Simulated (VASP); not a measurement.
# Si6Ru (P-3m1) in VASP: single point with PBE

Aim: the single point of Si6Ru with PBE.

Everything below comes from runs of VASP 6.6.1. Logs are shortened: lines on timing, memory, paths and dates and some standing lists are left out, and cuts for length are marked.

**1. The cell of the first run**

Symmetry: P-3m1, No. 164, trigonal system. Conventional cell: a = 3.944 Å, b = 3.944 Å, c = 10.088 Å, α = 90.00°, β = 90.00°, γ = 120.00°. Si (site symmetry 3m) has 3 Ru at 2.39 Å and 4 Si at 2.40 to 2.68 Å within 3.2 Å. Si (site symmetry 3m) has 4 Si at 2.40 Å within 3.2 Å. Within 3.1 Å of Si (site symmetry 3m) lie 4 Si at 2.38 to 2.40 Å. Within 3.2 Å of Ru (site symmetry -3m) lie 6 Si at 2.39 Å.

**2. Single point, PBE**

The input, INCAR:

```
SYSTEM = Si6Ru
PREC = Accurate ; ENCUT = 520
EDIFF = 1E-7 ; ISMEAR = 0
SIGMA = 0.1 ; LREAL = .False.
LASPH = .True. ; NELM = 60
ALGO = Normal ; ISIF = 2
LWAVE = .False. ; LCHARG = .False.
GGA = PE ; NBANDS = 28
```

The input, KPOINTS:

```
regular mesh
0
Gamma
  12 12 4
  0 0 0
```

The input, POSCAR:

```
Si6Ru
1.0
    3.9442146466      0.0000000000      0.0000000000
   -1.9721073233      3.4157900819      0.0000000000
    0.0000000000      0.0000000000     10.0883712899
Si Ru
6 1
Direct
    0.3333333333      0.6666666667      0.0704550251
    0.6666666667      0.3333333333      0.9295449749
    0.3333333333      0.6666666667      0.3080792496
    0.0000000000      0.0000000000      0.3821427168
    0.6666666667      0.3333333333      0.6919207504
    0.0000000000      0.0000000000      0.6178572832
    0.0000000000      0.0000000000      0.0000000000
```

Potentials or basis: VASP PAW PBE potentials, release 64 (Si, Ru_pv).

On the command line:

```sh
> cat potpaw_PBE.64/Si/POTCAR potpaw_PBE.64/Ru_pv/POTCAR > POTCAR
> mpirun -np 1 vasp_std > vasp.out
```

OUTCAR:

```text
SYSTEM = Si6Ru
   PREC = Accurate
   ENCUT = 520
   EDIFF = 1E-7
   ISMEAR = 0
   LREAL = .False.
   LASPH = .True.
   NELM = 60
   ISIF = 2
   GGA = PE

 ion  position               nearest neighbor table
   1  0.333  0.667  0.070-   7 2.39   7 2.39   7 2.39   3 2.40   2 2.68   2 2.68   2 2.68
   2  0.667  0.333  0.930-   7 2.39   7 2.39   7 2.39   5 2.40   1 2.68   1 2.68   1 2.68
   3  0.333  0.667  0.308-   4 2.40   4 2.40   4 2.40   1 2.40
   4  0.000  0.000  0.382-   6 2.38   3 2.40   3 2.40   3 2.40
   5  0.667  0.333  0.692-   6 2.40   6 2.40   6 2.40   2 2.40
   6  0.000  0.000  0.618-   4 2.38   5 2.40   5 2.40   5 2.40
   7  0.000  0.000  0.000-   1 2.39   2 2.39   1 2.39   2 2.39   2 2.39   1 2.39

  LATTYP: Found a hexagonal cell.
 ALAT       =     3.9442146466
 C/A-ratio  =     2.5577642684

  Lattice vectors:

 A1 = (   3.9442146466,   0.0000000000,   0.0000000000)
 A2 = (  -1.9721073233,   3.4157900819,   0.0000000000)
 A3 = (   0.0000000000,   0.0000000000,  10.0883712899)

Analysis of symmetry for initial positions (statically):
=====================================================================
 Subroutine PRICEL returns:
 Original cell was already a primitive cell.

 Routine SETGRP: Setting up the symmetry group for a
 hexagonal supercell.

 Subroutine GETGRP returns: Found 12 space group operations
 (whereof 12 operations were pure point group operations)
 out of a pool of 24 trial point group operations.

The static configuration has the point symmetry D_3d.

Analysis of symmetry for dynamics (positions and initial velocities):
=====================================================================
 Subroutine PRICEL returns:
 Original cell was already a primitive cell.

 Routine SETGRP: Setting up the symmetry group for a
 hexagonal supercell.

 Subroutine GETGRP returns: Found 12 space group operations
 (whereof 12 operations were pure point group operations)
 out of a pool of 24 trial point group operations.

The dynamic configuration has the point symmetry D_3d.

 Subroutine INISYM returns: Found 12 space group operations
 (whereof 12 operations are pure point group operations),
 and found     1 'primitive' translations

----------------------------------------------------------------------------------------

                                     Primitive cell

  volume of cell :     135.9167

  direct lattice vectors                    reciprocal lattice vectors
     3.944214647  0.000000000  0.000000000     0.253535897  0.146379019  0.000000000
    -1.972107323  3.415790082  0.000000000     0.000000000  0.292758037  0.000000000
     0.000000000  0.000000000 10.088371290     0.000000000  0.000000000  0.099124028

  length of vectors
     3.944214647  3.944214647 10.088371290     0.292758037  0.292758037  0.099124028

  position of ions in fractional coordinates (direct lattice)
     0.333333333  0.666666667  0.070455025
     0.666666667  0.333333333  0.929544975
     0.333333333  0.666666667  0.308079250
     0.000000000  0.000000000  0.382142717
     0.666666667  0.333333333  0.691920750
     0.000000000  0.000000000  0.617857283
     0.000000000  0.000000000  0.000000000

  ion indices of the primitive-cell ions
   primitive index   ion index
                 1           1
                 2           2
                 3           3
                 4           4
                 5           5
                 6           6
                 7           7

----------------------------------------------------------------------------------------

 KPOINTS: regular mesh

Automatic generation of k-mesh.
 Grid dimensions read from file:
 generate k-points for:   12   12    4

 Generating k-lattice:

  Cartesian coordinates                     Fractional coordinates (reciprocal lattice)
     0.021127991  0.012198252  0.000000000     0.083333333  0.000000000  0.000000000
     0.000000000  0.024396503  0.000000000     0.000000000  0.083333333  0.000000000
     0.000000000  0.000000000  0.024781007     0.000000000  0.000000000  0.250000000

  Length of vectors
     0.024396503  0.024396503  0.024781007

  Shift w.r.t. Gamma in fractional coordinates (k-lattice)
     0.000000000  0.000000000  0.000000000

 Subroutine IBZKPT returns following result:
 ===========================================

 Found     69 irreducible k-points:

 Following reciprocal coordinates:
            Coordinates               Weight
  0.000000  0.000000  0.000000      1.000000
  0.083333 -0.000000  0.000000      6.000000
  0.166667 -0.000000  0.000000      6.000000
  0.250000 -0.000000  0.000000      6.000000
  0.333333 -0.000000  0.000000      6.000000
  0.416667 -0.000000  0.000000      6.000000
[... 16 lines left out ...]
  0.166667 -0.000000  0.250000      6.000000
  0.000000  0.166667  0.250000      6.000000
 [... further k-points ...]
   k-points           NKPTS =     69   k-points in BZ     NKDIM =     69   number of bands    NBANDS=     28
   number of dos      NEDOS =    301   number of ions     NIONS =      7
   total plane-waves  NPLWV =  72000
   dimension x,y,z NGX =    30 NGY =   30 NGZ =   80
   dimension x,y,z NGXF=    60 NGYF=   60 NGZF=  160
   ions per type =               6   1
   NGX,Y,Z   is equivalent  to a cutoff of  12.64, 12.64, 13.18 a.u.
   NGXF,Y,Z  is equivalent  to a cutoff of  25.29, 25.29, 26.37 a.u.
 SYSTEM =  Si6Ru
   PREC   = accura    normal or accurate (medium, high low for compatibility)
   ISTART =      0    job   : 0-new  1-cont  2-samecut
   ICHARG =      2    charge: 1-file 2-atom 10-const
   ISPIN  =      1    spin polarized calculation?
   LNONCOLLINEAR =      F non collinear calculations
   LSORBIT =      F    spin-orbit coupling
   LASPH  =      T    aspherical Exc in radial PAW
   ENCUT  =  520.0 eV  38.22 Ry    6.18 a.u.   7.33  7.33 18.76*2*pi/ulx,y,z
   NELM   =     60;   NELMIN=  2; NELMDL= -5     # of ELM steps
   EDIFF  = 0.1E-06   stopping-criterion for ELM
   LREAL  =      F    real-space projection
   EDIFFG = 0.1E-05   stopping-criterion for IOM
   NSW    =      0    number of steps for IOM
   IBRION =     -1    ionic relax: 0-MD 1-quasi-New 2-CG
   NFREE  =      0    steps in history (QN), initial steepest desc. (CG)
   ISIF   =      2    stress and relaxation
   ISYM   =      2    0-nonsym 1-usesym 2-fastsym
   POTIM  = 0.5000    time-step for ionic-motion
   TEBEG  =    0.0;   TEEND  =   0.0 temperature during run
   PSTRESS=    0.0 pullay stress
   NELECT =      38.0000    total number of electrons
   NUPDOWN=      -1.0000    fix difference up-down
   EMIN   =  10.00;   EMAX   =-10.00  energy-range for DOS
   EFERMI =   0.00;   METHOD = LEGACY
   ISMEAR =     0;   SIGMA  =   0.10  broadening in eV -4-tet -1-fermi 0-gaus
   EFERMI_NEDOS =   21; number of points for ismear=-14 and -15
   IALGO  =     38    algorithm
   IMIX   =      4    mixing-type and parameters
     AMIX     =   0.40;   BMIX     =  1.00
     AMIX_MAG =   1.60;   BMIX_MAG =  1.00
  volume/ion in A,a.u.               =      19.42       131.03
  Fermi-wavevector in a.u.,A,eV,Ry     =   1.070480  2.022913 15.591281  1.145927
  Thomas-Fermi vector in A             =   2.206191
   LORBIT       =      0    0 simple, 1 ext, 2 COOP (PROOUT), +10 PAW based schemes
   GGA     = PE    functional components
   LHFCALC =     F    Hartree Fock is set to
   AEXX    =    0.0000 exact exchange contribution
   IVDW    =     0    specifies the selected vdW correction
   LEPSILON=     F    determine dielectric tensor
   LRPA    =     F    only Hartree local field effects (RPA)
 non-spin polarized calculation
 Gauss-broadening in eV      SIGMA  =   0.10
  energy-cutoff  :      520.00
  volume of cell :      135.92
 maximum number of plane-waves:      3703
 NGX is ok and might be reduce to    30
   NGX = 15   NGY = 15   NGZ = 37

 number of electron      38.0000004 magnetization

 Free energy of the ion-electron system (eV)
  ---------------------------------------------------
  ext. energy  EPLUGINS =         0.00000000
  ---------------------------------------------------
  free energy    TOTEN  =       -40.73028602 eV

  energy without entropy =      -40.71670532  energy(sigma->0) =      -40.72349567

 E-fermi :   6.2365     XC(G=0):  -9.8137

 val. band max:        6.2245829664   @ k =   0.1667   0.1667   0.5000
 cond. band min:       6.2458711569   @ k =   0.0000   0.2500   0.2500
 fundamental gap:      0.0212881905
 Fermi energy:         6.2365051109

 k-point     1 :       0.0000    0.0000    0.0000
  band No.  band energies     occupation
      1     -35.6572      2.00000
      2     -35.6572      2.00000
      3     -35.2297      2.00000
      4      -5.3987      2.00000
      5      -4.3746      2.00000
      6      -4.1103      2.00000
[... 20 lines left out ...]
     27       9.5747      0.00000
     28       9.5747      0.00000

 k-point     2 :       0.0833   -0.0000    0.0000
  band No.  band energies     occupation
      1     -35.6585      2.00000
      2     -35.6576      2.00000
      3     -35.2296      2.00000
      4      -5.3178      2.00000
      5      -4.2871      2.00000
      6      -4.0392      2.00000
[... 20 lines left out ...]
     27       9.5429      0.00000
     28       9.7055      0.00000

 k-point     3 :       0.1667   -0.0000    0.0000
  band No.  band energies     occupation
      1     -35.6620      2.00000
      2     -35.6584      2.00000
      3     -35.2292      2.00000
      4      -5.0792      2.00000
      5      -4.0288      2.00000
      6      -3.8294      2.00000
[... 616 lines left out ...]
      3     -35.2292      2.00000
      4      -5.0039      2.00000
      5      -4.4121      2.00000
      6      -3.4202      2.00000
[... 20 lines left out ...]
     27      10.3153      0.00000
     28      10.5326      0.00000

 k-point    24 :       0.0000    0.1667    0.2500
  band No.  band energies     occupation
      1     -35.6620      2.00000
      2     -35.6584      2.00000
      3     -35.2292      2.00000
      4      -5.0036      2.00000
      5      -4.4135      2.00000
      6      -3.4179      2.00000
[... 20 lines left out ...]
     27      10.1334      0.00000
     28      10.4291      0.00000

 [... further k-points ...]

------------------------ aborting loop because EDIFF is reached ----------------------------------------

  FORCE on cell =-STRESS in cart. coord.  units (eV):
  Direction    XX          YY          ZZ          XY          YZ          ZX
  --------------------------------------------------------------------------------------
  -------------------------------------------------------------------------------------
  Total       -0.0250294     -0.0250294     -0.0643856     -0.0000000     -0.0000000      0.0000000
  in kB       -0.2950448     -0.2950448     -0.7589735     -0.0000000     -0.0000000      0.0000000
  external PRESSURE =      -0.4496877 kB  Pullay stress =       0.0000000 kB

 VOLUME and BASIS-vectors are now :
 -----------------------------------------------------------------------------
  energy-cutoff  :      520.00
  volume of cell :      135.92
      direct lattice vectors                 reciprocal lattice vectors
     3.944214647  0.000000000  0.000000000     0.253535897  0.146379019  0.000000000
    -1.972107323  3.415790082  0.000000000     0.000000000  0.292758037  0.000000000
     0.000000000  0.000000000 10.088371290     0.000000000  0.000000000  0.099124028

 POSITION                                       TOTAL-FORCE (eV/Angst)
 -----------------------------------------------------------------------------------
     -0.00000      2.27719      0.71078         0.000000     -0.000000      0.007403
      1.97211      1.13860      9.37759        -0.000000      0.000000     -0.007403
     -0.00000      2.27719      3.10802        -0.000000      0.000000      0.002285
      0.00000      0.00000      3.85520         0.000000      0.000000      0.000991
      1.97211      1.13860      6.98035         0.000000     -0.000000     -0.002285
      0.00000      0.00000      6.23317         0.000000      0.000000     -0.000991
      0.00000      0.00000      0.00000         0.000000      0.000000      0.000000
 -----------------------------------------------------------------------------------
    total drift:                                0.000000      0.000000      0.000000

  FREE ENERGIE OF THE ION-ELECTRON SYSTEM (eV)
  ---------------------------------------------------
  free  energy   TOTEN  =       -40.7302860230 eV

  energy  without entropy=      -40.7167053213  energy(sigma->0) =      -40.72349567
```

It took 5.6 min on 1 thread of Intel Xeon Platinum 8488C (Sapphire Rapids), shared host; peak memory 0.37 GiB.

What came out:

```
Free energy            : -40.7303 eV
Pressure               : 0.0 GPa
Largest force          : 0.007 eV/Å
Band gap on the k mesh : zero (bands 19 and 20 overlap by 2.33 eV)
```

Forces in eV/Å, atoms in the order of the input:
```
Si   0.000  0.000  0.007
Si   0.000  0.000 -0.007
Si   0.000  0.000  0.002
Si   0.000  0.000  0.001
Si   0.000  0.000 -0.002
Si   0.000  0.000 -0.001
Ru   0.000  0.000  0.000
```
